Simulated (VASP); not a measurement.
# C (Fd-3m) in VASP: single point with LDA

Aim: the single point of C with LDA.

Program: VASP 6.6.1. These are calculated values, not measurements. Logs are shortened: lines on timing, memory, paths and dates and some standing lists are left out, and cuts for length are marked.

### 1 The cell of the first run

The structure is cubic, space group Fd-3m (No. 227). Conventional cell: a = 3.531 Å, b = 3.531 Å, c = 3.531 Å, α = 90.00°, β = 90.00°, γ = 90.00°. C (site symmetry -43m) has 4 C at 1.53 Å within 2.0 Å.

### 2 Single point, LDA

Contents of INCAR:

```
ALGO = Normal ; EDIFF = 1E-6
ENCUT = 1300 ; GGA = CA
GGA_COMPAT = False ; ISIF = 2
ISMEAR = 0 ; LASPH = True
LCHARG = True ; LELF = True
LREAL = False ; LVHAR = True
LWAVE = False ; NBANDS = 11
NELM = 120 ; PREC = Accurate
SIGMA = 0.02
```

Contents of KPOINTS:

```
k-points
0
Gamma
  12 12 12
```

Contents of POSCAR:

```
C
1.0
    0.0000000000      1.7657234630      1.7657234630
    1.7657234630      0.0000000000      1.7657234630
    1.7657234630      1.7657234630      0.0000000000
C
2
Direct
    0.0000000000      0.0000000000      0.0000000000
    0.2500000000      0.2500000000      0.2500000000
```

Potentials or basis: VASP PAW LDA potentials, release 64 (C_h).

Command:

```console
cat potpaw_LDA.64/C_h/POTCAR > POTCAR
mpirun -np 1 vasp_std > vasp.out
```

OUTCAR:

```text
EDIFF = 1E-6
   ENCUT = 1300
   GGA = CA
   ISIF = 2
   ISMEAR = 0
   LASPH = True
   LREAL = False
   NELM = 120
   PREC = Accurate

 ion  position               nearest neighbor table
   1  0.000  0.000  0.000-
   2  0.250  0.250  0.250-

  LATTYP: Found a face centered cubic cell.
 ALAT       =     3.5314469260

  Lattice vectors:

 A1 = (   0.0000000000,   1.7657234630,   1.7657234630)
 A2 = (   1.7657234630,   0.0000000000,   1.7657234630)
 A3 = (   1.7657234630,   1.7657234630,   0.0000000000)

Analysis of symmetry for initial positions (statically):
=====================================================================
 Subroutine PRICEL returns:
 Original cell was already a primitive cell.

 Routine SETGRP: Setting up the symmetry group for a
 face centered cubic supercell.

 Subroutine GETGRP returns: Found 48 space group operations
 (whereof 24 operations were pure point group operations)
 out of a pool of 48 trial point group operations.

The static configuration has the point symmetry T_d .
 The point group associated with its full space group is O_h .

Analysis of symmetry for dynamics (positions and initial velocities):
=====================================================================
 Subroutine PRICEL returns:
 Original cell was already a primitive cell.

 Routine SETGRP: Setting up the symmetry group for a
 face centered cubic supercell.

 Subroutine GETGRP returns: Found 48 space group operations
 (whereof 24 operations were pure point group operations)
 out of a pool of 48 trial point group operations.

The dynamic configuration has the point symmetry T_d .
 The point group associated with its full space group is O_h .

 Subroutine INISYM returns: Found 48 space group operations
 (whereof 24 operations are pure point group operations),
 and found     1 'primitive' translations

----------------------------------------------------------------------------------------

                                     Primitive cell

  volume of cell :      11.0103

  direct lattice vectors                    reciprocal lattice vectors
     0.000000000  1.765723463  1.765723463    -0.283170049  0.283170049  0.283170049
     1.765723463  0.000000000  1.765723463     0.283170049 -0.283170049  0.283170049
     1.765723463  1.765723463  0.000000000     0.283170049  0.283170049 -0.283170049

  length of vectors
     2.497110069  2.497110069  2.497110069     0.490464913  0.490464913  0.490464913

  position of ions in fractional coordinates (direct lattice)
     0.000000000  0.000000000  0.000000000
     0.250000000  0.250000000  0.250000000

  ion indices of the primitive-cell ions
   primitive index   ion index
                 1           1
                 2           2

----------------------------------------------------------------------------------------

 KPOINTS: k-points

Automatic generation of k-mesh.
 Grid dimensions read from file:
 generate k-points for:   12   12   12

 Generating k-lattice:

  Cartesian coordinates                     Fractional coordinates (reciprocal lattice)
    -0.023597504  0.023597504  0.023597504     0.083333333  0.000000000  0.000000000
     0.023597504 -0.023597504  0.023597504     0.000000000  0.083333333  0.000000000
     0.023597504  0.023597504 -0.023597504     0.000000000  0.000000000  0.083333333

  Length of vectors
     0.040872076  0.040872076  0.040872076

  Shift w.r.t. Gamma in fractional coordinates (k-lattice)
     0.000000000  0.000000000  0.000000000

 Subroutine IBZKPT returns following result:
 ===========================================

 Found     72 irreducible k-points:

 Following reciprocal coordinates:
            Coordinates               Weight
  0.000000  0.000000  0.000000      1.000000
  0.083333  0.000000  0.000000      8.000000
  0.166667  0.000000  0.000000      8.000000
  0.250000  0.000000  0.000000      8.000000
  0.333333  0.000000  0.000000      8.000000
  0.416667  0.000000  0.000000      8.000000
[... 16 lines left out ...]
  0.500000  0.166667  0.000000     24.000000
 -0.416667  0.166667  0.000000     24.000000
 [... further k-points ...]
   k-points           NKPTS =     72   k-points in BZ     NKDIM =     72   number of bands    NBANDS=     11
   number of dos      NEDOS =    301   number of ions     NIONS =      2
   total plane-waves  NPLWV =  27000
   dimension x,y,z NGX =    30 NGY =   30 NGZ =   30
   dimension x,y,z NGXF=    60 NGYF=   60 NGZF=   60
   ions per type =               2
   NGX,Y,Z   is equivalent  to a cutoff of  19.97, 19.97, 19.97 a.u.
   NGXF,Y,Z  is equivalent  to a cutoff of  39.95, 39.95, 39.95 a.u.
 SYSTEM =  unknown system
   PREC   = accura    normal or accurate (medium, high low for compatibility)
   ISTART =      0    job   : 0-new  1-cont  2-samecut
   ICHARG =      2    charge: 1-file 2-atom 10-const
   ISPIN  =      1    spin polarized calculation?
   LNONCOLLINEAR =      F non collinear calculations
   LSORBIT =      F    spin-orbit coupling
   LASPH  =      T    aspherical Exc in radial PAW
   ENCUT  = 1300.0 eV  95.55 Ry    9.77 a.u.   7.34  7.34  7.34*2*pi/ulx,y,z
   NELM   =    120;   NELMIN=  2; NELMDL= -5     # of ELM steps
   EDIFF  = 0.1E-05   stopping-criterion for ELM
   LREAL  =      F    real-space projection
   EDIFFG = 0.1E-04   stopping-criterion for IOM
   NSW    =      0    number of steps for IOM
   IBRION =     -1    ionic relax: 0-MD 1-quasi-New 2-CG
   NFREE  =      0    steps in history (QN), initial steepest desc. (CG)
   ISIF   =      2    stress and relaxation
   ISYM   =      2    0-nonsym 1-usesym 2-fastsym
   POTIM  = 0.5000    time-step for ionic-motion
   TEBEG  =    0.0;   TEEND  =   0.0 temperature during run
   PSTRESS=    0.0 pullay stress
   NELECT =       8.0000    total number of electrons
   NUPDOWN=      -1.0000    fix difference up-down
   EMIN   =  10.00;   EMAX   =-10.00  energy-range for DOS
   EFERMI =   0.00;   METHOD = LEGACY
   ISMEAR =     0;   SIGMA  =   0.02  broadening in eV -4-tet -1-fermi 0-gaus
   EFERMI_NEDOS =   21; number of points for ismear=-14 and -15
   IALGO  =     38    algorithm
   IMIX   =      4    mixing-type and parameters
     AMIX     =   0.40;   BMIX     =  1.00
     AMIX_MAG =   1.60;   BMIX_MAG =  1.00
  volume/ion in A,a.u.               =       5.51        37.15
  Fermi-wavevector in a.u.,A,eV,Ry     =   1.471766  2.781235 29.471519  2.166096
  Thomas-Fermi vector in A             =   2.586862
   LORBIT       =      0    0 simple, 1 ext, 2 COOP (PROOUT), +10 PAW based schemes
   GGA     = CA    functional components
   LHFCALC =     F    Hartree Fock is set to
   AEXX    =    0.0000 exact exchange contribution
   IVDW    =     0    specifies the selected vdW correction
   LEPSILON=     F    determine dielectric tensor
   LRPA    =     F    only Hartree local field effects (RPA)
 non-spin polarized calculation
 Gauss-broadening in eV      SIGMA  =   0.02
  energy-cutoff  :     1300.00
  volume of cell :       11.01
 maximum number of plane-waves:      1211
 NGX is ok and might be reduce to    30
   NGX = 15   NGY = 15   NGZ = 15

 number of electron       8.0000000 magnetization

 Free energy of the ion-electron system (eV)
  ---------------------------------------------------
  ext. energy  EPLUGINS =         0.00000000
  ---------------------------------------------------
  free energy    TOTEN  =       -20.26744846 eV

  energy without entropy =      -20.26744846  energy(sigma->0) =      -20.26744846

 E-fermi :  11.5950     XC(G=0): -13.7985

 val. band max:       11.3416237222   @ k =   0.0000   0.0000   0.0000
 cond. band min:      15.5412712342   @ k =   0.3333   0.3333   0.0000
 fundamental gap:      4.1996475120
 Fermi energy:        11.5949937582

 k-point     1 :       0.0000    0.0000    0.0000
  band No.  band energies     occupation
      1     -10.3797      2.00000
      2      11.3416      2.00000
      3      11.3416      2.00000
      4      11.3416      2.00000
      5      16.9689      0.00000
      6      16.9689      0.00000
      7      16.9689      0.00000
      8      25.5779      0.00000
      9      30.7432      0.00000
     10      38.2970      0.00000
     11      38.2970      0.00000

 k-point     2 :       0.0833    0.0000    0.0000
  band No.  band energies     occupation
      1     -10.1838      2.00000
      2      10.0997      2.00000
      3      11.0089      2.00000
      4      11.0089      2.00000
      5      17.4036      0.00000
      6      17.4036      0.00000
      7      17.7225      0.00000
      8      25.6862      0.00000
      9      31.0548      0.00000
     10      35.9767      0.00000
     11      35.9767      0.00000

 k-point     3 :       0.1667    0.0000    0.0000
  band No.  band energies     occupation
      1      -9.5981      2.00000
      2       7.5384      2.00000
      3      10.2894      2.00000
      4      10.2894      2.00000
      5      18.3430      0.00000
      6      18.3430      0.00000
      7      18.9165      0.00000
      8      25.9918      0.00000
      9      31.7062      0.00000
     10      34.3333      0.00000
     11      34.3333      0.00000

 k-point     4 :       0.2500    0.0000    0.0000
  band No.  band energies     occupation
      1      -8.6301      2.00000
      2       4.6640      2.00000
      3       9.5499      2.00000
      4       9.5499      2.00000
      5      19.2090      0.00000
      6      19.2090      0.00000
      7      19.8115      0.00000
      8      26.4107      0.00000
      9      32.1473      0.00000
     10      33.9072      0.00000
     11      33.9072      0.00000
[... 239 lines left out ...]
 k-point    22 :       0.4167    0.1667    0.0000
  band No.  band energies     occupation
      1      -6.1141      2.00000
      2       1.4381      2.00000
      3       7.0275      2.00000
      4       7.1755      2.00000
      5      18.0809      0.00000
      6      22.4659      0.00000
      7      22.8208      0.00000
      8      24.1629      0.00000
      9      32.4631      0.00000
     10      34.1428      0.00000
     11      39.0259      0.00000

 k-point    23 :       0.5000    0.1667    0.0000
  band No.  band energies     occupation
      1      -4.4582      2.00000
      2      -0.8847      2.00000
      3       6.2883      2.00000
      4       7.2680      2.00000
      5      18.4940      0.00000
      6      22.1810      0.00000
      7      23.0065      0.00000
      8      25.7560      0.00000
      9      31.5329      0.00000
     10      35.4478      0.00000
     11      38.1824      0.00000

 k-point    24 :      -0.4167    0.1667    0.0000
  band No.  band energies     occupation
      1      -3.9837      2.00000
      2      -1.4471      2.00000
      3       5.7842      2.00000
      4       7.6591      2.00000
      5      18.9404      0.00000
      6      21.6815      0.00000
      7      22.9898      0.00000
      8      26.9407      0.00000
      9      30.8458      0.00000
     10      35.7338      0.00000
     11      36.1577      0.00000

 [... further k-points ...]
[... 5 lines left out ...]
  --------------------------------------------------------------------------------------
  -------------------------------------------------------------------------------------
  Total        0.0710046      0.0710046      0.0710046      0.0000000     -0.0000000      0.0000000
  in kB       10.3323519     10.3323519     10.3323519      0.0000000     -0.0000000      0.0000000
  external PRESSURE =      10.3323519 kB  Pullay stress =       0.0000000 kB

 VOLUME and BASIS-vectors are now :
 -----------------------------------------------------------------------------
  energy-cutoff  :     1300.00
  volume of cell :       11.01
      direct lattice vectors                 reciprocal lattice vectors
     0.000000000  1.765723463  1.765723463    -0.283170049  0.283170049  0.283170049
     1.765723463  0.000000000  1.765723463     0.283170049 -0.283170049  0.283170049
     1.765723463  1.765723463  0.000000000     0.283170049  0.283170049 -0.283170049

 POSITION                                       TOTAL-FORCE (eV/Angst)
 -----------------------------------------------------------------------------------
      0.00000      0.00000      0.00000        -0.000000     -0.000000      0.000000
      0.88286      0.88286      0.88286         0.000000      0.000000     -0.000000
 -----------------------------------------------------------------------------------
    total drift:                                0.000000     -0.000000      0.000000

  FREE ENERGIE OF THE ION-ELECTRON SYSTEM (eV)
  ---------------------------------------------------
  free  energy   TOTEN  =       -20.2674484586 eV

  energy  without entropy=      -20.2674484586  energy(sigma->0) =      -20.26744846
```

Run time: 59 s. Hardware: 1 thread of Intel Xeon Platinum 8375C at 2.90GHz (Ice Lake), shared host; peak memory 0.14 GiB.

What came out:

- Free energy: -20.2674 eV
- Pressure: 1.0 GPa
- Band gap on the k mesh: 4.20 eV (least direct gap 5.63 eV)

A k mesh can miss the band edges.
